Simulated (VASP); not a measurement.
# NiO (F-43m) in VASP: a series of runs

Runs on NiO. Level: PBE. Tasks: single point.

Everything below comes from runs of VASP 6.6.1. Logs are shortened: lines on timing, memory, paths and dates and some standing lists are left out, and cuts for length are marked.

## (1) The cell of the first run

The structure is cubic, space group F-43m (No. 216). The conventional cell has a = 4.505 Å, b = 4.505 Å, c = 4.505 Å, α = 90.00°, β = 90.00°, γ = 90.00°. Ni (site symmetry -43m) has 4 O at 1.95 Å within 2.6 Å. O (site symmetry -43m) has 4 Ni at 1.95 Å within 2.6 Å.

## (2) Single point, PBE, collinear spin, ferromagnetic start

Contents of INCAR:

```
  PREC = Accurate
  ENCUT = 600
  EDIFF = 1E-6
  ISMEAR = -1
  SIGMA = 0.05
  LREAL = F
  LASPH = T
  NELM = 200
  ALGO = Normal
  ISIF = 2
  LWAVE = F
  LCHARG = F
  ISPIN = 2
  MAGMOM = 1 0
  LORBIT = 11
  LMAXMIX = 4
  GGA = PE
  NBANDS = 23
  GGA_COMPAT = F
```

Contents of KPOINTS:

```
Automatic mesh
0
Gamma
  10 10 10
```

Contents of POSCAR:

```
NiO
1.0
    0.0000000000      2.2526859137      2.2526859137
    2.2526859137      0.0000000000      2.2526859137
    2.2526859137      2.2526859137      0.0000000000
Ni O
1 1
Direct
    0.0000000000      0.0000000000      0.0000000000
    0.2500000000      0.2500000000      0.2500000000
```

Potentials or basis: VASP PAW PBE potentials, release 64 (Ni_sv_GW, O).

On the command line:

```sh
> cat potpaw_PBE.64/Ni_sv_GW/POTCAR potpaw_PBE.64/O/POTCAR > POTCAR
> mpirun -np 1 vasp_std > vasp.out
```

OUTCAR:

```text
PREC = Accurate
   ENCUT = 600
   EDIFF = 1E-6
   ISMEAR = -1
   LREAL = F
   LASPH = T
   NELM = 200
   ISIF = 2
   ISPIN = 2
   LORBIT = 11
   GGA = PE

 ion  position               nearest neighbor table
   1  0.000  0.000  0.000-   2 1.95   2 1.95   2 1.95   2 1.95
   2  0.250  0.250  0.250-   1 1.95   1 1.95   1 1.95   1 1.95

  LATTYP: Found a face centered cubic cell.
 ALAT       =     4.5053718274

  Lattice vectors:

 A1 = (   0.0000000000,   2.2526859137,   2.2526859137)
 A2 = (   2.2526859137,   0.0000000000,   2.2526859137)
 A3 = (   2.2526859137,   2.2526859137,   0.0000000000)

Analysis of symmetry for initial positions (statically):
=====================================================================
 Subroutine PRICEL returns:
 Original cell was already a primitive cell.

 Routine SETGRP: Setting up the symmetry group for a
 face centered cubic supercell.

 Subroutine GETGRP returns: Found 24 space group operations
 (whereof 24 operations were pure point group operations)
 out of a pool of 48 trial point group operations.

The static configuration has the point symmetry T_d .

Analysis of symmetry for dynamics (positions and initial velocities):
=====================================================================
 Subroutine PRICEL returns:
 Original cell was already a primitive cell.

 Routine SETGRP: Setting up the symmetry group for a
 face centered cubic supercell.

 Subroutine GETGRP returns: Found 24 space group operations
 (whereof 24 operations were pure point group operations)
 out of a pool of 48 trial point group operations.

The dynamic configuration has the point symmetry T_d .

Analysis of structural, dynamic, and magnetic symmetry:
=====================================================================
 Subroutine PRICEL returns:
 Original cell was already a primitive cell.

 Routine SETGRP: Setting up the symmetry group for a
 face centered cubic supercell.

 Subroutine GETGRP returns: Found 24 space group operations
 (whereof 24 operations were pure point group operations)
 out of a pool of 48 trial point group operations.

The overall configuration has the point symmetry T_d .

 Subroutine INISYM returns: Found 24 space group operations
 (whereof 24 operations are pure point group operations),
 and found     1 'primitive' translations

----------------------------------------------------------------------------------------

                                     Primitive cell

  volume of cell :      22.8629

  direct lattice vectors                    reciprocal lattice vectors
     0.000000000  2.252685914  2.252685914    -0.221957263  0.221957263  0.221957263
     2.252685914  0.000000000  2.252685914     0.221957263 -0.221957263  0.221957263
     2.252685914  2.252685914  0.000000000     0.221957263  0.221957263 -0.221957263

  length of vectors
     3.185778971  3.185778971  3.185778971     0.384441257  0.384441257  0.384441257

  position of ions in fractional coordinates (direct lattice)
     0.000000000  0.000000000  0.000000000
     0.250000000  0.250000000  0.250000000

  ion indices of the primitive-cell ions
   primitive index   ion index
                 1           1
                 2           2

----------------------------------------------------------------------------------------

 KPOINTS: Automatic mesh

Automatic generation of k-mesh.
 Grid dimensions read from file:
 generate k-points for:   10   10   10

 Generating k-lattice:

  Cartesian coordinates                     Fractional coordinates (reciprocal lattice)
    -0.022195726  0.022195726  0.022195726     0.100000000  0.000000000  0.000000000
     0.022195726 -0.022195726  0.022195726     0.000000000  0.100000000  0.000000000
     0.022195726  0.022195726 -0.022195726     0.000000000  0.000000000  0.100000000

  Length of vectors
     0.038444126  0.038444126  0.038444126

  Shift w.r.t. Gamma in fractional coordinates (k-lattice)
     0.000000000  0.000000000  0.000000000

 Subroutine IBZKPT returns following result:
 ===========================================

 Found     47 irreducible k-points:

 Following reciprocal coordinates:
            Coordinates               Weight
  0.000000  0.000000  0.000000      1.000000
  0.100000  0.000000  0.000000      8.000000
  0.200000  0.000000  0.000000      8.000000
  0.300000  0.000000  0.000000      8.000000
  0.400000  0.000000  0.000000      8.000000
  0.500000  0.000000  0.000000      4.000000
[... 16 lines left out ...]
  0.300000  0.300000  0.000000      6.000000
  0.400000  0.300000  0.000000     24.000000
 [... further k-points ...]
   k-points           NKPTS =     47   k-points in BZ     NKDIM =     47   number of bands    NBANDS=     23
   number of dos      NEDOS =    301   number of ions     NIONS =      2
   total plane-waves  NPLWV =  21952
   dimension x,y,z NGX =    28 NGY =   28 NGZ =   28
   dimension x,y,z NGXF=    56 NGYF=   56 NGZF=   56
   ions per type =               1   1
   NGX,Y,Z   is equivalent  to a cutoff of  14.61, 14.61, 14.61 a.u.
   NGXF,Y,Z  is equivalent  to a cutoff of  29.22, 29.22, 29.22 a.u.
 SYSTEM =  unknown system
   PREC   = accura    normal or accurate (medium, high low for compatibility)
   ISTART =      0    job   : 0-new  1-cont  2-samecut
   ICHARG =      2    charge: 1-file 2-atom 10-const
   ISPIN  =      2    spin polarized calculation?
   LNONCOLLINEAR =      F non collinear calculations
   LSORBIT =      F    spin-orbit coupling
   LASPH  =      T    aspherical Exc in radial PAW
   ENCUT  =  600.0 eV  44.10 Ry    6.64 a.u.   6.36  6.36  6.36*2*pi/ulx,y,z
   NELM   =    200;   NELMIN=  2; NELMDL= -5     # of ELM steps
   EDIFF  = 0.1E-05   stopping-criterion for ELM
   LREAL  =      F    real-space projection
   EDIFFG = 0.1E-04   stopping-criterion for IOM
   NSW    =      0    number of steps for IOM
   IBRION =     -1    ionic relax: 0-MD 1-quasi-New 2-CG
   NFREE  =      0    steps in history (QN), initial steepest desc. (CG)
   ISIF   =      2    stress and relaxation
   ISYM   =      2    0-nonsym 1-usesym 2-fastsym
   POTIM  = 0.5000    time-step for ionic-motion
   TEBEG  =    0.0;   TEEND  =   0.0 temperature during run
   PSTRESS=    0.0 pullay stress
   NELECT =      24.0000    total number of electrons
   NUPDOWN=      -1.0000    fix difference up-down
   EMIN   =  10.00;   EMAX   =-10.00  energy-range for DOS
   EFERMI =   0.00;   METHOD = LEGACY
   ISMEAR =    -1;   SIGMA  =   0.05  broadening in eV -4-tet -1-fermi 0-gaus
   EFERMI_NEDOS =   21; number of points for ismear=-14 and -15
   IALGO  =     38    algorithm
   IMIX   =      4    mixing-type and parameters
     AMIX     =   0.40;   BMIX     =  1.00
     AMIX_MAG =   1.60;   BMIX_MAG =  1.00
  volume/ion in A,a.u.               =      11.43        77.14
  Fermi-wavevector in a.u.,A,eV,Ry     =   1.663801  3.144127 37.664088  2.768232
  Thomas-Fermi vector in A             =   2.750455
   LORBIT       =     11    0 simple, 1 ext, 2 COOP (PROOUT), +10 PAW based schemes
   GGA     = PE    functional components
   LHFCALC =     F    Hartree Fock is set to
   AEXX    =    0.0000 exact exchange contribution
   IVDW    =     0    specifies the selected vdW correction
   LEPSILON=     F    determine dielectric tensor
   LRPA    =     F    only Hartree local field effects (RPA)
 spin polarized calculation
  energy-cutoff  :      600.00
  volume of cell :       22.86
 maximum number of plane-waves:       785
 NGX is ok and might be reduce to    28
   NGX = 13   NGY = 13   NGZ = 13

 number of electron      24.0000000 magnetization       1.9526037

 Free energy of the ion-electron system (eV)
  ---------------------------------------------------
  ext. energy  EPLUGINS =         0.00000000
  ---------------------------------------------------
  free energy    TOTEN  =       -12.54953086 eV

  energy without entropy =      -12.53432828  energy(sigma->0) =      -12.54192957

 E-fermi :   4.7235     XC(G=0): -11.4471

 val. band max:        4.7022612441   @ k =  -0.3000   0.3000   0.1000
 cond. band min:       4.7280135509   @ k =  -0.1000   0.1000   0.0000
 fundamental gap:      0.0257523068
 Fermi energy:         4.7235364266

 spin component 1

 k-point     1 :       0.0000    0.0000    0.0000
  band No.  band energies     occupation
      1     -99.8908      1.00000
      2     -60.2694      1.00000
      3     -60.2694      1.00000
      4     -60.2694      1.00000
      5     -15.1800      1.00000
      6      -1.2339      1.00000
[... 15 lines left out ...]
     22      27.4065      0.00000
     23      27.4065      0.00000

 k-point     2 :       0.1000    0.0000    0.0000
  band No.  band energies     occupation
      1     -99.8908      1.00000
      2     -60.2709      1.00000
      3     -60.2696      1.00000
      4     -60.2696      1.00000
      5     -15.1218      1.00000
      6      -1.3779      1.00000
[... 564 lines left out ...]
 k-point    24 :       0.4000    0.3000    0.0000
  band No.  band energies     occupation
      1     -99.8906      1.00000
      2     -60.2797      1.00000
      3     -60.2741      1.00000
      4     -60.2739      1.00000
      5     -14.5162      1.00000
      6      -2.1471      1.00000
[... 15 lines left out ...]
     22      33.2685      0.00000
     23      33.6838      0.00000

 [... further k-points ...]

 spin component 2

 k-point     1 :       0.0000    0.0000    0.0000
  band No.  band energies     occupation
      1     -98.0021      1.00000
      2     -58.4303      1.00000
      3     -58.4303      1.00000
      4     -58.4303      1.00000
      5     -14.5769      1.00000
      6      -0.2096      1.00000
[... 15 lines left out ...]
     22      27.6648      0.00000
     23      27.6648      0.00000

 k-point     2 :       0.1000    0.0000    0.0000
  band No.  band energies     occupation
      1     -98.0021      1.00000
      2     -58.4320      1.00000
      3     -58.4305      1.00000
      4     -58.4305      1.00000
      5     -14.5146      1.00000
      6      -0.4288      1.00000
[... 564 lines left out ...]
 k-point    24 :       0.4000    0.3000    0.0000
  band No.  band energies     occupation
      1     -98.0018      1.00000
      2     -58.4418      1.00000
      3     -58.4355      1.00000
      4     -58.4353      1.00000
      5     -13.8625      1.00000
      6      -1.5537      1.00000
[... 15 lines left out ...]
     22      33.5591      0.00000
     23      33.9992      0.00000

 [... further k-points ...]
[... 5 lines left out ...]
  --------------------------------------------------------------------------------------
  -------------------------------------------------------------------------------------
  Total       -0.5357112     -0.5357112     -0.5357112     -0.0000000     -0.0000000      0.0000000
  in kB      -37.5413035    -37.5413035    -37.5413035     -0.0000000     -0.0000000      0.0000000
  external PRESSURE =     -37.5413035 kB  Pullay stress =       0.0000000 kB

 VOLUME and BASIS-vectors are now :
 -----------------------------------------------------------------------------
  energy-cutoff  :      600.00
  volume of cell :       22.86
      direct lattice vectors                 reciprocal lattice vectors
     0.000000000  2.252685914  2.252685914    -0.221957263  0.221957263  0.221957263
     2.252685914  0.000000000  2.252685914     0.221957263 -0.221957263  0.221957263
     2.252685914  2.252685914  0.000000000     0.221957263  0.221957263 -0.221957263

 POSITION                                       TOTAL-FORCE (eV/Angst)
 -----------------------------------------------------------------------------------
      0.00000      0.00000      0.00000        -0.000000     -0.000000     -0.000000
      1.12634      1.12634      1.12634         0.000000      0.000000      0.000000
 -----------------------------------------------------------------------------------
    total drift:                                0.000000      0.000000      0.000000

  FREE ENERGIE OF THE ION-ELECTRON SYSTEM (eV)
  ---------------------------------------------------
  free  energy   TOTEN  =       -12.5495308556 eV

  energy  without entropy=      -12.5343282844  energy(sigma->0) =      -12.54192957

 total charge

# of ion       s       p       d       f       tot
--------------------------------------------------
    1        2.174   6.261   7.756   0.009  16.200
    2        1.552   3.416   0.000   0.000   4.968
--------------------------------------------------
tot          3.726   9.677   7.756   0.009  21.168

 magnetization (x)

# of ion       s       p       d       f       tot
--------------------------------------------------
    1        0.004   0.027   1.509   0.001   1.542
    2        0.017   0.345   0.000   0.000   0.362
--------------------------------------------------
tot          0.021   0.373   1.509   0.001   1.904
```

Run time: 45 s. Hardware: 1 thread of Intel Xeon 6975P-C (Granite Rapids), shared host; peak memory 0.21 GiB.

Results:

| Property | Result |
| --- | --- |
| Free energy | -12.5495 eV |
| Pressure | -3.8 GPa |
| Net moment | 1.95 μB per cell |
| Site moments | Ni +1.54; O +0.36 μB |
| Valence electrons inside the program's atomic spheres | Ni 16.20; O 4.97 |

Levels at points of the mesh, in eV from the Fermi level:
Spin up:
| k point | band 9 | band 10 | band 11 | band 12 | band 13 | band 14 | band 15 | band 16 | band 17 | band 18 |
| --- | --- | --- | --- | --- | --- | --- | --- | --- | --- | --- |
| (0.00, 0.00, 0.00) | -2.43 | -2.43 | 0.09 | 0.09 | 0.09 | 0.32 | 14.08 | 14.08 | 14.08 | 20.41 |
| (0.50, 0.00, 0.00) | -2.62 | -2.38 | -2.38 | -0.72 | -0.72 | 5.70 | 7.17 | 13.59 | 13.59 | 17.51 |
| (0.50, 0.50, 0.00) | -3.15 | -2.16 | -1.91 | -1.91 | -1.78 | 5.28 | 9.71 | 11.04 | 14.32 | 14.32 |
Spin down:
```
           k point  band 7  band 8  band 9  band 10  band 11  band 12  band 13  band 14  band 15  band 16
(0.00, 0.00, 0.00)   -4.93   -4.93   -1.36    -1.36     0.62     1.74     1.74     1.74    14.35    14.35
(0.50, 0.00, 0.00)   -4.70   -4.70   -1.15    -1.15    -0.72     0.85     0.85     6.01     7.67    13.93
(0.50, 0.50, 0.00)   -4.37   -4.37   -1.49    -1.05    -0.76    -0.08    -0.08     5.77    10.36    11.29
```

Caveat: a cell with one magnetic atom can't hold antiferromagnetic order, which such compounds often take; semilocal functionals often make such compounds metallic where correlation or magnetic order opens a gap, which also shifts bond lengths. With open d or f shells a metallic result of PBE can be an artefact of self-interaction; +U or a hybrid may open a gap.

## (3) Single point, PBE, collinear spin, ferromagnetic start

This run uses another cell than the first one, of 11.67 Å³/atom, 1.021 times its volume.

Contents of INCAR:

```
PREC = Accurate
ENCUT = 600
EDIFF = 1E-6
ISMEAR = -1
SIGMA = 0.05
LREAL = F
LASPH = T
NELM = 200
ALGO = Normal
ISIF = 2
LWAVE = F
LCHARG = F
ISPIN = 2
MAGMOM = 1 0
LORBIT = 11
LMAXMIX = 4
GGA = PE
NBANDS = 23
GGA_COMPAT = F
```

KPOINTS is that of step 2.

Contents of POSCAR:

```
NiO
1.0
    0.0000000000      2.2682221696      2.2682221696
    2.2682221696      0.0000000000      2.2682221696
    2.2682221696      2.2682221696      0.0000000000
Ni O
1 1
Direct
    0.0000000000      0.0000000000      0.0000000000
    0.2500000000      0.2500000000      0.2500000000
```

Potentials or basis: VASP PAW PBE potentials, release 64 (Ni_sv_GW, O).

On the command line:

```sh
> cat potpaw_PBE.64/Ni_sv_GW/POTCAR potpaw_PBE.64/O/POTCAR > POTCAR
> mpirun -np 1 vasp_std > vasp.out
```

Run time: 91 s. Hardware: 1 thread of Intel Xeon Platinum 8488C (Sapphire Rapids), shared host; peak memory 0.21 GiB.

Results (log left out):

```yaml
Free_energy: -12.5403 eV
Pressure: -6.8 GPa
Band_gap_on_the_k_mesh: zero (filled and empty bands overlap)
Net_moment: 1.97 μB per cell
Site_moments: Ni +1.55; O +0.37 μB
Valence_electrons_inside_the_program's_atomic_spheres: Ni 16.18; O 4.96
```

Levels at points of the mesh, in eV from the Fermi level:
Spin up:
```tsv
k point	band 11	band 12	band 13	band 14	band 15	band 16
(0.00, 0.00, 0.00)	0.04	0.04	0.04	0.29	13.93	13.93
(0.50, 0.00, 0.00)	-2.35	-0.74	-0.74	5.61	7.09	13.46
(0.50, 0.50, 0.00)	-1.90	-1.90	-1.78	5.24	9.51	10.97
```
Spin down:
```csv
k point,band 7,band 8,band 9,band 10,band 11,band 12,band 13,band 14,band 15,band 16
"(0.00, 0.00, 0.00)",-4.80,-4.80,-1.33,-1.33,0.59,1.70,1.70,1.70,14.20,14.20
"(0.50, 0.00, 0.00)",-4.57,-4.57,-1.13,-1.13,-0.69,0.84,0.84,5.93,7.59,13.79
"(0.50, 0.50, 0.00)",-4.26,-4.26,-1.43,-1.03,-0.75,-0.07,-0.07,5.71,10.16,11.21
```

Caveat: a cell with one magnetic atom can't hold antiferromagnetic order, which such compounds often take; semilocal functionals often make such compounds metallic where correlation or magnetic order opens a gap, which also shifts bond lengths.

## (4) Single point, PBE, collinear spin, ferromagnetic start

This run uses another cell than the first one, of 12.38 Å³/atom, 1.083 times its volume.

Contents of INCAR:

```
SYSTEM = NiO
PREC     = Accurate       ! precision mode
ENCUT    = 600            ! plane-wave cutoff, eV
EDIFF    = 1E-6           ! SCF threshold, eV
ISMEAR   = -1             ! smearing method
SIGMA    = 0.05           ! smearing width, eV
LREAL    = .False.        ! projectors in reciprocal space
LASPH    = .True.         ! aspherical terms in the spheres
NELM     = 200            ! most SCF steps
ALGO     = Normal         ! electronic algorithm
ISIF     = 2              ! what is computed and relaxed
LWAVE    = .False.        ! write WAVECAR
LCHARG   = .False.        ! write CHGCAR
ISPIN    = 2              ! spin polarisation
MAGMOM   = 1 0            ! initial moments
LORBIT   = 11             ! projections on sites
LMAXMIX  = 4              ! l up to which the mixer works
GGA      = PE             ! functional
NBANDS   = 23             ! bands
GGA_COMPAT= .False.
```

Contents of KPOINTS:

```
regular mesh
0
Gamma
  10 10 10
  0 0 0
```

Contents of POSCAR:

```
NiO
1.0
    0.0000000000      2.3135985963      2.3135985963
    2.3135985963      0.0000000000      2.3135985963
    2.3135985963      2.3135985963      0.0000000000
Ni O
1 1
Direct
    0.0000000000      0.0000000000      0.0000000000
    0.2500000000      0.2500000000      0.2500000000
```

On the command line:

```sh
> cat potpaw_PBE.64/Ni_sv_GW/POTCAR potpaw_PBE.64/O/POTCAR > POTCAR
> mpirun -np 1 vasp_std > vasp.out
```

It took 81 s on 1 thread of AMD EPYC 9R45 (Zen 5), shared host; peak memory 0.19 GiB.

The run converged. Its results:

```
Free energy                                           : -12.4705 eV
Pressure                                              : -13.1 GPa
Band gap on the k mesh                                : zero (filled and empty bands overlap)
Net moment                                            : 1.99 μB per cell
Site moments                                          : Ni +1.57; O +0.37 μB
Valence electrons inside the program's atomic spheres : Ni 16.14; O 4.93
```

Levels at points of the mesh, in eV from the Fermi level:
Spin up:
```tsv
k point	band 11	band 12	band 13	band 14	band 15	band 16
(0.00, 0.00, 0.00)	-0.07	-0.07	-0.07	0.20	13.52	13.52
(0.50, 0.00, 0.00)	-2.29	-0.78	-0.78	5.35	6.86	13.09
(0.50, 0.50, 0.00)	-1.88	-1.88	-1.75	5.13	8.94	10.78
```
Spin down:
```tsv
k point	band 9	band 10	band 11	band 12	band 13	band 14
(0.00, 0.00, 0.00)	-1.25	-1.25	0.50	1.60	1.60	1.60
(0.50, 0.00, 0.00)	-1.06	-1.06	-0.62	0.80	0.80	5.67
(0.50, 0.50, 0.00)	-1.26	-0.98	-0.72	-0.03	-0.03	5.57
```

Caveat: a cell with one magnetic atom can't hold antiferromagnetic order, which such compounds often take; semilocal functionals often make such compounds metallic where correlation or magnetic order opens a gap, which also shifts bond lengths.

[end of part 1 of 2]
